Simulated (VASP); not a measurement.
Input of a VASP 6.6.1 run:

File INCAR:

```
SYSTEM = NaCl
  PREC = Accurate
  ENCUT = 520
  EDIFF = 1E-6
  ISMEAR = -1
  SIGMA = 0.03
  LREAL = .FALSE.
  LASPH = .TRUE.
  NELM = 60
  ALGO = Normal
  ISIF = 2
  LWAVE = .FALSE.
  LCHARG = .FALSE.
  GGA = PE
  NBANDS = 14
```

Contents of KPOINTS:

```
regular mesh
0
G
  7 7 7
  0 0 0
```

POSCAR

```
NaCl
1.0
    0.0000000000      2.7934784166      2.7934784166
    2.7934784166      0.0000000000      2.7934784166
    2.7934784166      2.7934784166      0.0000000000
Na Cl
1 1
Direct
    0.0000000000      0.0000000000      0.0000000000
    0.5000000000      0.5000000000      0.5000000000
```

Potentials or basis: VASP PAW PBE potentials, release 64 (Na_pv, Cl).

Command:

```bash
$ cat potpaw_PBE.64/Na_pv/POTCAR potpaw_PBE.64/Cl/POTCAR > POTCAR
$ mpirun -np 1 vasp_std > vasp.out
```

(1) Predict the band gap on the k mesh.

(2) What does it give for the pressure?

Results:

(1) 5.22 eV, direct.

(2) 1.5 GPa.
